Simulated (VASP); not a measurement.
# AlN: single point with LDA

**Experimental background.**

From “Self-assembly of well-separated AlN nanowires directly on sputtered metallic TiN films”, 2019, arxiv:1910.07391, for a bulk crystal of AlN at 10 K: band gap 6.034 eV (an exciton energy, a little under the gap).

AlN:

```
Al N
1.0
     3.08877    0.00000    0.00000
    -1.54439    2.67496    0.00000
     0.00000    0.00000    4.94325
Al N
2 2
Direct
  0.33333 0.66667 0.99901
  0.66667 0.33333 0.49901
  0.33333 0.66667 0.38099
  0.66667 0.33333 0.88099
```

```json
{
  "Program": "VASP 6.6.1",
  "Task": "single point",
  "Functional": "LDA",
  "Potentials or basis": "VASP PAW LDA potentials, release 64 (Al, N)",
  "Cutoff": "520 eV",
  "k mesh": "8 × 8 × 6",
  "Occupations": "gaussian, width 0.01 eV",
  "Spin": "no spin polarisation"
}
```

| Item | Value |
| --- | --- |
| Pressure | 0.6 GPa |
| Band gap on the k mesh | 4.42 eV, direct |

Levels at points of the mesh, in eV from the valence-band top:
| k point | band 5 | band 6 | band 7 | band 8 | band 9 | band 10 | band 11 | band 12 |
| --- | --- | --- | --- | --- | --- | --- | --- | --- |
| (0.00, 0.00, 0.00) | -0.89 | -0.23 | -0.23 | 0.00 | 4.42 | 6.73 | 10.66 | 11.10 |
| (0.50, 0.00, 0.00) | -3.44 | -2.15 | -1.84 | -0.71 | 5.72 | 5.73 | 8.27 | 10.29 |
| (0.00, 0.00, 0.50) | -0.57 | -0.57 | -0.57 | -0.57 | 6.61 | 6.61 | 10.32 | 10.32 |
| (0.50, 0.00, 0.50) | -1.51 | -1.51 | -1.40 | -1.40 | 5.26 | 5.26 | 9.21 | 9.21 |

Wall time 15 s on 1 thread of Intel Xeon 6975P-C, on a shared host, peak memory 0.15 GiB.

A measured gap of AlN is 6.034 eV (an exciton energy, a little under the gap; 10 K; quoted in “Self-assembly of well-separated AlN nanowires directly on sputtered metallic TiN films”, 2019, arxiv:1910.07391); the calculated 4.42 eV misses it by -1.61 eV. 2 values of this kind are on record (6.034 to 6.0343 eV); this one was drawn at random. The value is that of LDA on a finite k mesh, which can miss the band edges, without temperature or zero-point motion. Semilocal functionals fall short of measured gaps as a rule.
